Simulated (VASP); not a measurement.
# ZnS in VASP: single point with PBE

Aim: the single point of ZnS with PBE.

Program: VASP 6.6.1. These are calculated values, not measurements. Logs are shortened: lines on timing, memory, paths and dates and some standing lists are left out, and cuts for length are marked.

## (1) The cell of the first run

The typed cell holds 8 atoms: a = 3.848 Å, b = 3.848 Å, c = 12.590 Å, α = 90.02°, β = 90.00°, γ = 120.00°.

## (2) Single point, PBE

Input file INCAR:

```
PREC = Accurate
ENCUT = 520
EDIFF = 1E-7
ISMEAR = 0
SIGMA = 0.05
LREAL = F
LASPH = T
NELM = 60
ALGO = Normal
ISIF = 2
LWAVE = F
LCHARG = F
GGA = PE
NBANDS = 46
```

Input file KPOINTS:

```
Automatic mesh
0
Gamma
  6 6 2
```

Input file POSCAR:

```
ZnS
1.0
    3.8479777360      0.0000193057      0.0000295850
   -1.9239721488      3.3325538894     -0.0006953061
    0.0000968310     -0.0025718679     12.5896466713
Zn S
4 4
Direct
    0.0000909549      0.0002400308      0.0000412270
    0.0001669426      0.0003912862      0.5000410981
    0.3333855345      0.6668025949      0.2500334158
    0.6664231497      0.3326474328      0.7500488002
    0.0000127187      0.0000552538      0.1872849925
   -0.0001999643     -0.0004648256      0.6872769315
    0.3334306018      0.6669025771      0.4376268344
    0.6666900621      0.3334256500      0.9376467007
```

Potentials or basis: VASP PAW PBE potentials, release 64 (Zn, S).

On the command line:

```
> cat potpaw_PBE.64/Zn/POTCAR potpaw_PBE.64/S/POTCAR > POTCAR
> mpirun -np 1 vasp_std > vasp.out
```

OUTCAR:

```text
PREC = Accurate
   ENCUT = 520
   EDIFF = 1E-7
   ISMEAR = 0
   LREAL = F
   LASPH = T
   NELM = 60
   ISIF = 2
   GGA = PE

 ion  position               nearest neighbor table
   1  0.000  0.000  0.000-   8 2.36   8 2.36   8 2.36   5 2.36
   2  0.000  0.000  0.500-   7 2.36   7 2.36   7 2.36   6 2.36
   3  0.333  0.667  0.250-   5 2.36   5 2.36   5 2.36   7 2.36
   4  0.666  0.333  0.750-   6 2.36   6 2.36   6 2.36   8 2.36
   5  0.000  0.000  0.187-   1 2.36   3 2.36   3 2.36   3 2.36
   6  1.000  1.000  0.687-   2 2.36   4 2.36   4 2.36   4 2.36
   7  0.333  0.667  0.438-   2 2.36   2 2.36   2 2.36   3 2.36
   8  0.667  0.333  0.938-   1 2.36   1 2.36   1 2.36   4 2.36

  LATTYP: Found a base centered monoclinic cell.
 ALAT       =    26.0491433128
 B/A-ratio  =     0.1477199342
 C/A-ratio  =     0.4833036842
 COS(beta)  =    -0.9667118866

  Lattice vectors:

 A1 = (   1.9239087562,   3.3351450630, -12.5903123924)
 A2 = (  -1.9240689798,   3.3351257573, -12.5903419774)
 A3 = (   0.0000968310,  -0.0025718679,  12.5896466713)

Analysis of symmetry for initial positions (statically):
=====================================================================
 Subroutine PRICEL returns:
 Original cell was already a primitive cell.

 Routine SETGRP: Setting up the symmetry group for a
 base centered monoclinic supercell.

 Subroutine GETGRP returns: Found  1 space group operations
 (whereof  1 operations were pure point group operations)
 out of a pool of  4 trial point group operations.

The static configuration has the point symmetry C_1 .

Analysis of symmetry for dynamics (positions and initial velocities):
=====================================================================
 Subroutine PRICEL returns:
 Original cell was already a primitive cell.

 Routine SETGRP: Setting up the symmetry group for a
 base centered monoclinic supercell.

 Subroutine GETGRP returns: Found  1 space group operations
 (whereof  1 operations were pure point group operations)
 out of a pool of  4 trial point group operations.

The dynamic configuration has the point symmetry C_1 .

 Subroutine INISYM returns: Found  1 space group operations
 (whereof  1 operations are pure point group operations),
 and found     1 'primitive' translations

----------------------------------------------------------------------------------------

                                     Primitive cell

  volume of cell :     161.4450

  direct lattice vectors                    reciprocal lattice vectors
     3.847977736  0.000019306  0.000029585     0.259876011  0.150033351  0.000028651
    -1.923972149  3.332553889 -0.000695306    -0.000001506  0.300069310  0.000061299
     0.000096831 -0.002571868 12.589646671    -0.000000611  0.000016220  0.079430350

  length of vectors
     3.847977736  3.848062466 12.589646934     0.300075904  0.300069316  0.079430352

  position of ions in fractional coordinates (direct lattice)
     0.000090955  0.000240031  0.000041227
     0.000166943  0.000391286  0.500041098
     0.333385535  0.666802595  0.250033416
     0.666423150  0.332647433  0.750048800
     0.000012719  0.000055254  0.187284992
     0.999800036  0.999535174  0.687276932
     0.333430602  0.666902577  0.437626834
     0.666690062  0.333425650  0.937646701

  ion indices of the primitive-cell ions
   primitive index   ion index
                 1           1
                 2           2
                 3           3
                 4           4
                 5           5
                 6           6
                 7           7
                 8           8

----------------------------------------------------------------------------------------

 KPOINTS: Automatic mesh

Automatic generation of k-mesh.
 Grid dimensions read from file:
 generate k-points for:    6    6    2

 Generating k-lattice:

  Cartesian coordinates                     Fractional coordinates (reciprocal lattice)
     0.043312668  0.025005558  0.000004775     0.166666667 -0.000000000 -0.000000000
    -0.000000251  0.050011552  0.000010217    -0.000000000  0.166666667  0.000000000
    -0.000000305  0.000008110  0.039715175     0.000000000  0.000000000  0.500000000

  Length of vectors
     0.050012651  0.050011553  0.039715176

  Shift w.r.t. Gamma in fractional coordinates (k-lattice)
     0.000000000  0.000000000  0.000000000

 Subroutine IBZKPT returns following result:
 ===========================================

 Found     40 irreducible k-points:

 Following reciprocal coordinates:
            Coordinates               Weight
  0.000000  0.000000  0.000000      1.000000
  0.166667  0.000000  0.000000      2.000000
  0.166667 -0.166667 -0.000000      2.000000
  0.333333  0.000000  0.000000      2.000000
  0.333333 -0.333333  0.000000      2.000000
  0.500000  0.000000  0.000000      1.000000
[... 16 lines left out ...]
  0.166667 -0.166667  0.500000      2.000000
  0.333333  0.000000  0.500000      2.000000
 [... further k-points ...]
   k-points           NKPTS =     40   k-points in BZ     NKDIM =     40   number of bands    NBANDS=     46
   number of dos      NEDOS =    301   number of ions     NIONS =      8
   total plane-waves  NPLWV =  86400
   dimension x,y,z NGX =    30 NGY =   30 NGZ =   96
   dimension x,y,z NGXF=    60 NGYF=   60 NGZF=  192
   ions per type =               4   4
   NGX,Y,Z   is equivalent  to a cutoff of  12.96, 12.96, 12.68 a.u.
   NGXF,Y,Z  is equivalent  to a cutoff of  25.92, 25.92, 25.35 a.u.
 SYSTEM =  unknown system
   PREC   = accura    normal or accurate (medium, high low for compatibility)
   ISTART =      0    job   : 0-new  1-cont  2-samecut
   ICHARG =      2    charge: 1-file 2-atom 10-const
   ISPIN  =      1    spin polarized calculation?
   LNONCOLLINEAR =      F non collinear calculations
   LSORBIT =      F    spin-orbit coupling
   LASPH  =      T    aspherical Exc in radial PAW
   ENCUT  =  520.0 eV  38.22 Ry    6.18 a.u.   7.15  7.15 23.41*2*pi/ulx,y,z
   NELM   =     60;   NELMIN=  2; NELMDL= -5     # of ELM steps
   EDIFF  = 0.1E-06   stopping-criterion for ELM
   LREAL  =      F    real-space projection
   EDIFFG = 0.1E-05   stopping-criterion for IOM
   NSW    =      0    number of steps for IOM
   IBRION =     -1    ionic relax: 0-MD 1-quasi-New 2-CG
   NFREE  =      0    steps in history (QN), initial steepest desc. (CG)
   ISIF   =      2    stress and relaxation
   ISYM   =      2    0-nonsym 1-usesym 2-fastsym
   POTIM  = 0.5000    time-step for ionic-motion
   TEBEG  =    0.0;   TEEND  =   0.0 temperature during run
   PSTRESS=    0.0 pullay stress
   NELECT =      72.0000    total number of electrons
   NUPDOWN=      -1.0000    fix difference up-down
   EMIN   =  10.00;   EMAX   =-10.00  energy-range for DOS
   EFERMI =   0.00;   METHOD = LEGACY
   ISMEAR =     0;   SIGMA  =   0.05  broadening in eV -4-tet -1-fermi 0-gaus
   EFERMI_NEDOS =   21; number of points for ismear=-14 and -15
   IALGO  =     38    algorithm
   IMIX   =      4    mixing-type and parameters
     AMIX     =   0.40;   BMIX     =  1.00
     AMIX_MAG =   1.60;   BMIX_MAG =  1.00
  volume/ion in A,a.u.               =      20.18       136.19
  Fermi-wavevector in a.u.,A,eV,Ry     =   1.250770  2.363613 21.285306  1.564426
  Thomas-Fermi vector in A             =   2.384749
   LORBIT       =      0    0 simple, 1 ext, 2 COOP (PROOUT), +10 PAW based schemes
   GGA     = PE    functional components
   LHFCALC =     F    Hartree Fock is set to
   AEXX    =    0.0000 exact exchange contribution
   IVDW    =     0    specifies the selected vdW correction
   LEPSILON=     F    determine dielectric tensor
   LRPA    =     F    only Hartree local field effects (RPA)
 non-spin polarized calculation
 Gauss-broadening in eV      SIGMA  =   0.05
  energy-cutoff  :      520.00
  volume of cell :      161.44
 maximum number of plane-waves:      4389
 NGX is ok and might be reduce to    30
   NGX = 15   NGY = 15   NGZ = 47

 number of electron      72.0000043 magnetization

 Free energy of the ion-electron system (eV)
  ---------------------------------------------------
  ext. energy  EPLUGINS =         0.00000000
  ---------------------------------------------------
  free energy    TOTEN  =       -27.39347129 eV

  energy without entropy =      -27.39347129  energy(sigma->0) =      -27.39347129

 E-fermi :   2.1559     XC(G=0):  -9.5198

 val. band max:        1.9071465066   @ k =   0.0000   0.0000   0.0000
 cond. band min:       3.9566150355   @ k =   0.0000   0.0000   0.0000
 fundamental gap:      2.0494685289
 Fermi energy:         2.1559065098

 k-point     1 :       0.0000    0.0000    0.0000
  band No.  band energies     occupation
      1     -11.0893      2.00000
      2     -10.6868      2.00000
      3     -10.6791      2.00000
      4     -10.2009      2.00000
      5      -4.3468      2.00000
      6      -4.3415      2.00000
[... 38 lines left out ...]
     45       8.5757      0.00000
     46       8.6862      0.00000

 k-point     2 :       0.1667    0.0000    0.0000
  band No.  band energies     occupation
      1     -10.9148      2.00000
      2     -10.5445      2.00000
      3     -10.5366      2.00000
      4     -10.1075      2.00000
      5      -4.3536      2.00000
      6      -4.3341      2.00000
[... 38 lines left out ...]
     45       8.6833      0.00000
     46       8.7851      0.00000

 k-point     3 :       0.1667   -0.1667   -0.0000
  band No.  band energies     occupation
      1     -10.9148      2.00000
      2     -10.5445      2.00000
      3     -10.5366      2.00000
      4     -10.1075      2.00000
      5      -4.3536      2.00000
      6      -4.3341      2.00000
[... 38 lines left out ...]
     45       8.6829      0.00000
     46       8.7854      0.00000

 k-point     4 :       0.3333    0.0000    0.0000
  band No.  band energies     occupation
      1     -10.4973      2.00000
      2     -10.2320      2.00000
      3     -10.2242      2.00000
      4      -9.9410      2.00000
      5      -4.3626      2.00000
      6      -4.3121      2.00000
[... 920 lines left out ...]
     45       8.9145      0.00000
     46       8.9230      0.00000

 k-point    23 :       0.1667   -0.1667    0.5000
  band No.  band energies     occupation
      1     -10.8105      2.00000
      2     -10.8100      2.00000
      3     -10.2419      2.00000
      4     -10.2414      2.00000
      5      -4.3575      2.00000
      6      -4.3572      2.00000
[... 38 lines left out ...]
     45       8.9152      0.00000
     46       8.9242      0.00000

 k-point    24 :       0.3333    0.0000    0.5000
  band No.  band energies     occupation
      1     -10.4205      2.00000
      2     -10.4200      2.00000
      3     -10.0271      2.00000
      4     -10.0267      2.00000
      5      -4.3427      2.00000
      6      -4.3424      2.00000
[... 38 lines left out ...]
     45       9.3714      0.00000
     46       9.3720      0.00000

 [... further k-points ...]

------------------------ aborting loop because EDIFF is reached ----------------------------------------

  FORCE on cell =-STRESS in cart. coord.  units (eV):
  Direction    XX          YY          ZZ          XY          YZ          ZX
  --------------------------------------------------------------------------------------
  -------------------------------------------------------------------------------------
  Total        0.1198742      0.1082728      0.1216325     -0.0014835      0.0124863     -0.0011022
  in kB        1.1896293      1.0744979      1.2070786     -0.0147224      0.1239140     -0.0109384
  external PRESSURE =       1.1570686 kB  Pullay stress =       0.0000000 kB

 VOLUME and BASIS-vectors are now :
 -----------------------------------------------------------------------------
  energy-cutoff  :      520.00
  volume of cell :      161.44
      direct lattice vectors                 reciprocal lattice vectors
     3.847977736  0.000019306  0.000029585     0.259876011  0.150033351  0.000028651
    -1.923972149  3.332553889 -0.000695306    -0.000001506  0.300069310  0.000061299
     0.000096831 -0.002571868 12.589646671    -0.000000611  0.000016220  0.079430350

 POSITION                                       TOTAL-FORCE (eV/Angst)
 -----------------------------------------------------------------------------------
     -0.00011      0.00080      0.00052         0.000105     -0.001276      0.004362
     -0.00006      0.00002      6.29534         0.000111     -0.001907      0.003106
     -0.00003      2.22152      3.14738         0.000028     -0.000403      0.000347
      1.92445      1.10665      9.44264        -0.001524      0.005440     -0.000432
     -0.00004     -0.00030      2.35785        -0.000026      0.000606     -0.002602
      1.92420      3.32926      8.65191         0.001225     -0.002853     -0.000929
     -0.00003      2.22137      5.50911         0.000008      0.000231     -0.001121
      1.92400      1.10876     11.80443         0.000072      0.000161     -0.002731
 -----------------------------------------------------------------------------------
    total drift:                               -0.000009     -0.000065      0.000276

  FREE ENERGIE OF THE ION-ELECTRON SYSTEM (eV)
  ---------------------------------------------------
  free  energy   TOTEN  =       -27.3934712917 eV

  energy  without entropy=      -27.3934712917  energy(sigma->0) =      -27.39347129
```

Run time: 6.1 min. Hardware: 1 thread of Intel Xeon Platinum 8259CL at 2.50GHz (Skylake/Cascade Lake), shared host; peak memory 0.4 GiB.

Results:

- Free energy: -27.3935 eV
- Pressure: 0.1 GPa
- Largest force: 0.006 eV/Å
- Band gap on the k mesh: 2.05 eV

Forces in eV/Å, atoms in the order of the input:
```
Zn   0.000 -0.001  0.004
Zn   0.000 -0.002  0.003
Zn   0.000  0.000  0.000
Zn  -0.002  0.005  0.000
S    0.000  0.001 -0.003
S    0.001 -0.003 -0.001
S    0.000  0.000 -0.001
S    0.000  0.000 -0.003
```

Levels at points of the mesh, in eV from the valence-band top:
```
           k point  band 33  band 34  band 35  band 36  band 37  band 38  band 39  band 40
(0.00, 0.00, 0.00)    -0.44    -0.04     0.00     0.00     2.05     3.15     3.33     3.56
(0.50, 0.00, 0.00)    -1.54    -1.52    -1.07    -0.84     3.30     3.38     3.77     4.35
(0.50, 0.50, 0.00)    -1.54    -1.52    -1.07    -0.84     3.30     3.38     3.77     4.35
(0.00, 0.50, 0.00)    -1.54    -1.52    -1.06    -0.84     3.30     3.38     3.77     4.35
(0.00, 0.00, 0.50)    -0.14    -0.14    -0.14    -0.14     2.90     2.90     3.27     3.27
(0.50, 0.00, 0.50)    -1.45    -1.45    -1.06    -1.06     3.70     3.70     4.01     4.01
(0.50, 0.50, 0.50)    -1.45    -1.45    -1.06    -1.06     3.69     3.70     4.01     4.01
(0.00, 0.50, 0.50)    -1.45    -1.45    -1.06    -1.06     3.69     3.70     4.01     4.01
```
